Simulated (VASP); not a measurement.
# LiHgS: single point with PBE

LiHgS:

```
Li Hg S
1.0
     4.04970    0.00000    0.00000
     0.00000    4.04970    0.00000
     0.00000    0.00000    7.43201
Li Hg S
2 2 2
Direct
  0.00000 0.50000 0.36563
  0.50000 0.00000 0.63437
  0.00000 0.00000 0.00000
  0.50000 0.50000 0.00000
  0.00000 0.50000 0.69220
  0.50000 0.00000 0.30780
```

* Program: VASP 6.6.1
* Task: single point
* Functional: PBE
* Potentials or basis: VASP PAW PBE potentials, release 64 (Li_sv, Hg, S)
* Cutoff: 520 eV
* k mesh: 10 × 10 × 6
* Occupations: gaussian, width 0.1 eV
* Spin: no spin polarisation
* Dipole correction: no
* Further INCAR settings: ALGO = Normal; EDIFF = 1e-06; NBANDS = 30

```json
{
  "Largest force": "0.028 eV/Å",
  "Band gap on the k mesh": "zero (bands 21 and 22 overlap by 1.41 eV)"
}
```

Forces on the atoms (eV/Å):
```
Li   0.000  0.000 -0.001
Li   0.000  0.000  0.001
Hg   0.000  0.000  0.000
Hg   0.000  0.000  0.000
S    0.000  0.000 -0.028
S    0.000  0.000  0.028
```

Levels at points of the mesh, in eV from the Fermi level:
```tsv
k point	band 19	band 20	band 21	band 22	band 23	band 24
(0.00, 0.00, 0.00)	-1.23	-0.61	-0.61	2.70	2.75	3.46
(0.50, 0.00, 0.00)	-0.80	-0.80	0.19	0.19	3.56	3.56
(0.50, 0.50, 0.00)	-2.38	-2.38	-0.18	-0.18	0.87	0.87
(0.00, 0.00, 0.50)	-1.19	-1.19	0.10	1.99	2.78	3.74
(0.50, 0.00, 0.50)	-0.94	-0.94	-0.78	-0.78	4.50	4.50
(0.50, 0.50, 0.50)	-2.58	-2.58	0.63	0.63	1.00	1.00
```

Run time: 4.2 min on 1 thread of AMD EPYC 7R13 Processor (Zen 3), with other jobs on the host, peak memory 0.36 GiB.

Caveat: spin-orbit coupling is left out, which moves the levels of the heavy elements.
